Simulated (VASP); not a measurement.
# In (P6_3/mmc) in VASP: notebook, part 2 of 3

VASP 6.6.1. The steps go on from the part before.

### Step 3. Single point, RPBE (volume scaled by 1.08)

Contents of INCAR:

```
SYSTEM = In
ALGO     = Normal         ! electronic algorithm
EDIFF    = 1E-6           ! SCF threshold, eV
ENCUT    = 520            ! plane-wave cutoff, eV
GGA      = RP             ! functional
ISIF     = 2              ! what is computed and relaxed
ISMEAR   = -1             ! smearing method
LASPH    = .True.         ! aspherical terms in the spheres
LCHARG   = .True.         ! write CHGCAR
LELF     = .True.         ! ELF
LREAL    = .False.        ! projectors in reciprocal space
LVHAR    = .True.       
LWAVE    = .False.        ! write WAVECAR
NBANDS   = 20             ! bands
NELM     = 100            ! most SCF steps
PREC     = Accurate       ! precision mode
SIGMA    = 0.1            ! smearing width, eV
```

Contents of KPOINTS:

```
k-points
0
Gamma
  12 12 7
  0 0 0
```

Contents of POSCAR:

```
In
1.0
    3.5471667668      0.0000000000      0.0000000000
   -1.7735833834      3.0719365315      0.0000000000
    0.0000000000      0.0000000000      5.7569471969
In
2
Direct
    0.3333333333      0.6666666667      0.2500000000
    0.6666666667      0.3333333333      0.7500000000
```

Potentials or basis: VASP PAW PBE potentials, release 64 (In_d).

On the command line:

```bash
cat potpaw_PBE.64/In_d/POTCAR > POTCAR
mpirun -np 1 vasp_std > vasp.out
```

OUTCAR:

```text
SYSTEM = In
   EDIFF = 1E-6
   ENCUT = 520
   GGA = RP
   ISIF = 2
   ISMEAR = -1
   LASPH = .True.
   LREAL = .False.
   NELM = 100
   PREC = Accurate

 ion  position               nearest neighbor table
   1  0.333  0.667  0.250-   2 3.53   2 3.53   2 3.53   2 3.53   2 3.53   2 3.53
   2  0.667  0.333  0.750-   1 3.53   1 3.53   1 3.53   1 3.53   1 3.53   1 3.53

  LATTYP: Found a hexagonal cell.
 ALAT       =     3.5471667668
 C/A-ratio  =     1.6229705496

  Lattice vectors:

 A1 = (   3.5471667668,   0.0000000000,   0.0000000000)
 A2 = (  -1.7735833834,   3.0719365315,   0.0000000000)
 A3 = (   0.0000000000,   0.0000000000,   5.7569471969)

Analysis of symmetry for initial positions (statically):
=====================================================================
 Subroutine PRICEL returns:
 Original cell was already a primitive cell.

 Routine SETGRP: Setting up the symmetry group for a
 hexagonal supercell.

 Subroutine GETGRP returns: Found 24 space group operations
 (whereof 12 operations were pure point group operations)
 out of a pool of 24 trial point group operations.

The static configuration has the point symmetry D_3d.
 The point group associated with its full space group is D_6h.

Analysis of symmetry for dynamics (positions and initial velocities):
=====================================================================
 Subroutine PRICEL returns:
 Original cell was already a primitive cell.

 Routine SETGRP: Setting up the symmetry group for a
 hexagonal supercell.

 Subroutine GETGRP returns: Found 24 space group operations
 (whereof 12 operations were pure point group operations)
 out of a pool of 24 trial point group operations.

The dynamic configuration has the point symmetry D_3d.
 The point group associated with its full space group is D_6h.

 Subroutine INISYM returns: Found 24 space group operations
 (whereof 12 operations are pure point group operations),
 and found     1 'primitive' translations

----------------------------------------------------------------------------------------

                                     Primitive cell

  volume of cell :      62.7316

  direct lattice vectors                    reciprocal lattice vectors
     3.547166767  0.000000000  0.000000000     0.281915136  0.162763779  0.000000000
    -1.773583383  3.071936532  0.000000000     0.000000000  0.325527559  0.000000000
     0.000000000  0.000000000  5.756947197     0.000000000  0.000000000  0.173703174

  length of vectors
     3.547166767  3.547166767  5.756947197     0.325527559  0.325527559  0.173703174

  position of ions in fractional coordinates (direct lattice)
     0.333333333  0.666666667  0.250000000
     0.666666667  0.333333333  0.750000000

  ion indices of the primitive-cell ions
   primitive index   ion index
                 1           1
                 2           2

----------------------------------------------------------------------------------------

 KPOINTS: k-points

Automatic generation of k-mesh.
 Grid dimensions read from file:
 generate k-points for:   12   12    7

 Generating k-lattice:

  Cartesian coordinates                     Fractional coordinates (reciprocal lattice)
     0.023492928  0.013563648  0.000000000     0.083333333  0.000000000  0.000000000
     0.000000000  0.027127297  0.000000000     0.000000000  0.083333333  0.000000000
     0.000000000  0.000000000  0.024814739     0.000000000  0.000000000  0.142857143

  Length of vectors
     0.027127297  0.027127297  0.024814739

  Shift w.r.t. Gamma in fractional coordinates (k-lattice)
     0.000000000  0.000000000  0.000000000

 Subroutine IBZKPT returns following result:
 ===========================================

 Found     76 irreducible k-points:

 Following reciprocal coordinates:
            Coordinates               Weight
  0.000000  0.000000  0.000000      1.000000
  0.083333  0.000000  0.000000      6.000000
  0.166667  0.000000  0.000000      6.000000
  0.250000 -0.000000  0.000000      6.000000
  0.333333  0.000000  0.000000      6.000000
  0.416667  0.000000  0.000000      6.000000
[... 16 lines left out ...]
  0.250000 -0.000000  0.142857     12.000000
  0.333333  0.000000  0.142857     12.000000
 [... further k-points ...]
   k-points           NKPTS =     76   k-points in BZ     NKDIM =     76   number of bands    NBANDS=     20
   number of dos      NEDOS =    301   number of ions     NIONS =      2
   total plane-waves  NPLWV =  37632
   dimension x,y,z NGX =    28 NGY =   28 NGZ =   48
   dimension x,y,z NGXF=    56 NGYF=   56 NGZF=   96
   ions per type =               2
   NGX,Y,Z   is equivalent  to a cutoff of  13.12, 13.12, 13.86 a.u.
   NGXF,Y,Z  is equivalent  to a cutoff of  26.25, 26.25, 27.72 a.u.
 SYSTEM =  In
   PREC   = accura    normal or accurate (medium, high low for compatibility)
   ISTART =      0    job   : 0-new  1-cont  2-samecut
   ICHARG =      2    charge: 1-file 2-atom 10-const
   ISPIN  =      1    spin polarized calculation?
   LNONCOLLINEAR =      F non collinear calculations
   LSORBIT =      F    spin-orbit coupling
   LASPH  =      T    aspherical Exc in radial PAW
   ENCUT  =  520.0 eV  38.22 Ry    6.18 a.u.   6.60  6.60 10.70*2*pi/ulx,y,z
   NELM   =    100;   NELMIN=  2; NELMDL= -5     # of ELM steps
   EDIFF  = 0.1E-05   stopping-criterion for ELM
   LREAL  =      F    real-space projection
   EDIFFG = 0.1E-04   stopping-criterion for IOM
   NSW    =      0    number of steps for IOM
   IBRION =     -1    ionic relax: 0-MD 1-quasi-New 2-CG
   NFREE  =      0    steps in history (QN), initial steepest desc. (CG)
   ISIF   =      2    stress and relaxation
   ISYM   =      2    0-nonsym 1-usesym 2-fastsym
   POTIM  = 0.5000    time-step for ionic-motion
   TEBEG  =    0.0;   TEEND  =   0.0 temperature during run
   PSTRESS=    0.0 pullay stress
   NELECT =      26.0000    total number of electrons
   NUPDOWN=      -1.0000    fix difference up-down
   EMIN   =  10.00;   EMAX   =-10.00  energy-range for DOS
   EFERMI =   0.00;   METHOD = LEGACY
   ISMEAR =    -1;   SIGMA  =   0.10  broadening in eV -4-tet -1-fermi 0-gaus
   EFERMI_NEDOS =   21; number of points for ismear=-14 and -15
   IALGO  =     38    algorithm
   IMIX   =      4    mixing-type and parameters
     AMIX     =   0.40;   BMIX     =  1.00
     AMIX_MAG =   1.60;   BMIX_MAG =  1.00
  volume/ion in A,a.u.               =      31.37       211.67
  Fermi-wavevector in a.u.,A,eV,Ry     =   1.220592  2.306585 20.270575  1.489845
  Thomas-Fermi vector in A             =   2.355804
   LORBIT       =      0    0 simple, 1 ext, 2 COOP (PROOUT), +10 PAW based schemes
   GGA     = RP    functional components
   LHFCALC =     F    Hartree Fock is set to
   AEXX    =    0.0000 exact exchange contribution
   IVDW    =     0    specifies the selected vdW correction
   LEPSILON=     F    determine dielectric tensor
   LRPA    =     F    only Hartree local field effects (RPA)
 non-spin polarized calculation
  energy-cutoff  :      520.00
  volume of cell :       62.73
 maximum number of plane-waves:      1737
 NGX is ok and might be reduce to    28
   NGX = 13   NGY = 13   NGZ = 21

 number of electron      26.0000005 magnetization

 Free energy of the ion-electron system (eV)
  ---------------------------------------------------
  ext. energy  EPLUGINS =         0.00000000
  ---------------------------------------------------
  free energy    TOTEN  =        -4.37848747 eV

  energy without entropy =       -4.34451444  energy(sigma->0) =       -4.36150095

 E-fermi :   5.8086     XC(G=0):  -9.3184

 val. band max:        5.7771465254   @ k =   0.2500   0.2500   0.1429
 cond. band min:       5.8191110159   @ k =   0.0833   0.0000   0.2857
 fundamental gap:      0.0419644905
 Fermi energy:         5.8086215722

 k-point     1 :       0.0000    0.0000    0.0000
  band No.  band energies     occupation
      1      -8.7984      2.00000
      2      -8.7740      2.00000
      3      -8.7596      2.00000
      4      -8.7596      2.00000
      5      -8.7433      2.00000
      6      -8.7433      2.00000
[... 12 lines left out ...]
     19      15.8718      0.00000
     20      16.0033      0.00000
[... 507 lines left out ...]
 k-point    24 :       0.3333    0.0000    0.1429
  band No.  band energies     occupation
      1      -8.8568      2.00000
      2      -8.7965      2.00000
      3      -8.7744      2.00000
      4      -8.7500      2.00000
      5      -8.7004      2.00000
      6      -8.6796      2.00000
[... 12 lines left out ...]
     19      13.1784      0.00000
     20      15.0943      0.00000

 [... further k-points ...]

------------------------ aborting loop because EDIFF is reached ----------------------------------------

  FORCE on cell =-STRESS in cart. coord.  units (eV):
  Direction    XX          YY          ZZ          XY          YZ          ZX
  --------------------------------------------------------------------------------------
  -------------------------------------------------------------------------------------
  Total       -0.6563175     -0.6563175     -0.8828948      0.0000000      0.0000000     -0.0000000
  in kB      -16.7624880    -16.7624880    -22.5493188      0.0000000      0.0000000     -0.0000000
  external PRESSURE =     -18.6914316 kB  Pullay stress =       0.0000000 kB

 VOLUME and BASIS-vectors are now :
 -----------------------------------------------------------------------------
  energy-cutoff  :      520.00
  volume of cell :       62.73
      direct lattice vectors                 reciprocal lattice vectors
     3.547166767  0.000000000  0.000000000     0.281915136  0.162763779  0.000000000
    -1.773583383  3.071936532  0.000000000     0.000000000  0.325527559  0.000000000
     0.000000000  0.000000000  5.756947197     0.000000000  0.000000000  0.173703174

 POSITION                                       TOTAL-FORCE (eV/Angst)
 -----------------------------------------------------------------------------------
     -0.00000      2.04796      1.43924        -0.000000      0.000000      0.000000
      1.77358      1.02398      4.31771         0.000000      0.000000      0.000000
 -----------------------------------------------------------------------------------
    total drift:                               -0.000000      0.000000      0.000000

  FREE ENERGIE OF THE ION-ELECTRON SYSTEM (eV)
  ---------------------------------------------------
  free  energy   TOTEN  =        -4.3784874664 eV

  energy  without entropy=       -4.3445144399  energy(sigma->0) =       -4.36150095
```

Run time: 28 s. Hardware: 1 thread of Intel Xeon 6975P-C (Granite Rapids), shared host; peak memory 0.23 GiB.

Results:

```
Free energy            : -4.3785 eV
Pressure               : -1.9 GPa
Band gap on the k mesh : zero (band 13 reaches 8.07 eV, above the bottom of band 14 at 3.98 eV)
```

Levels at points of the mesh, in eV from the Fermi level:
| k point | band 10 | band 11 | band 12 | band 13 | band 14 | band 15 | band 16 | band 17 |
| --- | --- | --- | --- | --- | --- | --- | --- | --- |
| (0.00, 0.00, 0.00) | -14.40 | -8.41 | -4.17 | -2.67 | 7.09 | 7.09 | 8.70 | 8.70 |
| (0.50, 0.00, 0.00) | -14.38 | -4.61 | -3.71 | -0.24 | 0.43 | 0.95 | 2.74 | 3.59 |

Caveat: the PAW data sets were made with another functional, which shifts forces and pressure a little; spin-orbit coupling is left out, which moves the levels of the heavy elements.

(Continued in part 3 of 3.)
